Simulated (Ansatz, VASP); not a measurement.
**Two plane-wave programs on GaN**

The input INCAR:

```
  PREC = Accurate
  ENCUT = 520
  EDIFF = 1E-7
  ISMEAR = 0
  SIGMA = 0.05
  LREAL = F
  LASPH = T
  NELM = 100
  ALGO = Normal
  ISIF = 2
  LWAVE = F
  LCHARG = T
  GGA = PE
  LELF = T
  LVHAR = T
  NBANDS = 16
```

Contents of KPOINTS:

```
regular mesh
0
Gamma
  14 14 14
```

POSCAR

```
GaN
1.0
    0.0000000000      2.2386230787      2.2386230787
    2.2386230787      0.0000000000      2.2386230787
    2.2386230787      2.2386230787      0.0000000000
Ga N
1 1
Direct
    0.0000000000      0.0000000000      0.0000000000
    0.5000000000      0.5000000000      0.5000000000
```

Input for Ansatz:

```yaml
crystal:
  lattice:
    - [0.0, 2.2386230787, 2.2386230787]
    - [2.2386230787, 0.0, 2.2386230787]
    - [2.2386230787, 2.2386230787, 0.0]
  atoms:
    - { symbol: Ga, position: [0.0, 0.0, 0.0] }
    - { symbol: "N", position: [0.5, 0.5, 0.5] }
basis:
  ecutwfc: 420
kpoints:
  mp_grid: { grid: [14, 14, 14] }
hamiltonian:
  xc: pbe
scf:
  occupations: { method: gaussian, width: 0.05 }
output:
  forces: true
  stress: true
  eigenvalues: true
```

Alike in both runs: task single point; functional PBE; k mesh 14 × 14 × 14; occupations gaussian, width 0.05 eV; no spin polarisation.

|  | VASP | Ansatz |
| --- | --- | --- |
| version | VASP 6.6.1 | Ansatz 0.2.0 |
| potentials or method | VASP PAW PBE potentials, release 64 (Ga_d, N), cutoff 520 eV | scalar-relativistic, plane waves, PAW |
| valence electrons in the cell | 18 | 18 |

Ansatz gave:

- gap on the k mesh at the Fermi level (eV): none
- pressure (GPa): -21.2

Q: What did VASP give for the same quantities?

A: gap on the k mesh at the Fermi level (eV): none; pressure (GPa): -20.7.

A gap of «none» marks a metal or a gap that the smearing closes. The functional is the same, so the differences come from potentials, cutoffs and numerics.
